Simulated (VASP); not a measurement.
Input of a VASP 6.6.1 run:

File INCAR:

```
SYSTEM = Si
PREC = Accurate ; ENCUT = 520
EDIFF = 1E-6 ; ISMEAR = 0
SIGMA = 0.01 ; LREAL = .False.
LASPH = .True. ; NELM = 100
ALGO = Normal ; ISIF = 2
LWAVE = .False. ; LCHARG = .False.
GGA = PS ; NBANDS = 11
```

Contents of KPOINTS:

```
regular mesh
0
Gamma
  6 6 6
  0 0 0
```

POSCAR

```
Si
1.0
    0.0000000000      2.7492688318      2.7492688318
    2.7492688318      0.0000000000      2.7492688318
    2.7492688318      2.7492688318      0.0000000000
Si
2
Direct
    0.7500000000      0.7500000000      0.7500000000
    0.5000000000      0.5000000000      0.5000000000
```

Potentials or basis: VASP PAW PBE potentials, release 64 (Si).

Launch:

```bash
$ cat potpaw_PBE.64/Si/POTCAR > POTCAR
$ mpirun -np 1 vasp_std > vasp.out
```

Q: What does it give for the pressure?

A: -2.9 GPa.

Q: What does it give for the band gap on the k mesh?

A: 0.66 eV, indirect (least direct gap 2.50 eV).

Caveat: the PAW data sets were made with another functional, which shifts forces and pressure a little. A hybrid or GW would open this gap; PBEsol tends to underestimate it.
